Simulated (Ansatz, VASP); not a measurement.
# Al: VASP beside Ansatz

The input INCAR:

```
PREC = Accurate ; ENCUT = 520
EDIFF = 1E-6 ; ISMEAR = 0
SIGMA = 0.15 ; LREAL = False
LASPH = True ; NELM = 100
ALGO = Fast ; ISIF = 2
LWAVE = False ; LCHARG = False
GGA = PE ; IVDW = 12
NBANDS = 14
```

File KPOINTS:

```
Automatic mesh
0
Gamma
  18 18 4
```

The input POSCAR:

```
Al
1.0
    2.8144222650      0.0000000000      0.0000000000
   -1.4072111325      2.4373611785      0.0000000000
    0.0000000000      0.0000000000      9.2410470710
Al
4
Direct
    0.0000000000      0.0000000000      0.0000000000
    0.3046137490      0.6092274979      0.2500000000
    0.0000000000      0.0000000000      0.5000000000
    0.6666666667      0.3333333333      0.7500000000
```

Input for Ansatz:

```yaml
crystal:
  lattice:
    - [2.814422265, 0.0, 0.0]
    - [-1.4072111325, 2.4373611785, 0.0]
    - [0.0, 0.0, 9.241047071]
  atoms:
    - { symbol: Al, position: [0.0, 0.0, 0.0] }
    - { symbol: Al, position: [0.304613749, 0.6092274979, 0.25] }
    - { symbol: Al, position: [0.0, 0.0, 0.5] }
    - { symbol: Al, position: [0.6666666667, 0.3333333333, 0.75] }
basis:
  ecutwfc: 420
kpoints:
  mp_grid: { grid: [18, 18, 4] }
hamiltonian:
  xc: pbe
  pseudopotentials: { kind: paw, azcp: { folder: soft_1 } }
  dispersion: d3bj
scf:
  occupations: { method: gaussian, width: 0.15 }
output:
  forces: true
  stress: true
  eigenvalues: true
```

Alike in both runs: task single point; functional PBE; dispersion D3(BJ); k mesh 18 × 18 × 4; occupations gaussian, width 0.15 eV; no spin polarisation.

|  | VASP | Ansatz |
| --- | --- | --- |
| version | VASP 6.6.1 | Ansatz 0.2.0 |
| potentials or method | VASP PAW PBE potentials, release 64 (Al), cutoff 520 eV | scalar-relativistic, plane waves, PAW |
| valence electrons in the cell | 12 | 12 |

|  | VASP | Ansatz | Ansatz less VASP |
| --- | --- | --- | --- |
| gap on the k mesh at the Fermi level (eV) | none | none | - |
| pressure (GPa) | 0.1 | 0.1 | +0.01 |
| traceless stress, the component that is largest in VASP (GPa) | 0.41 | 0.40 | -0.004 |
| rms of the force components (eV/Å) | 0.071 | 0.071 | +0.0001 |

Atom by atom the forces differ by 0.000 eV/Å (rms over components). A gap of «none» marks a metal or a gap that the smearing closes.
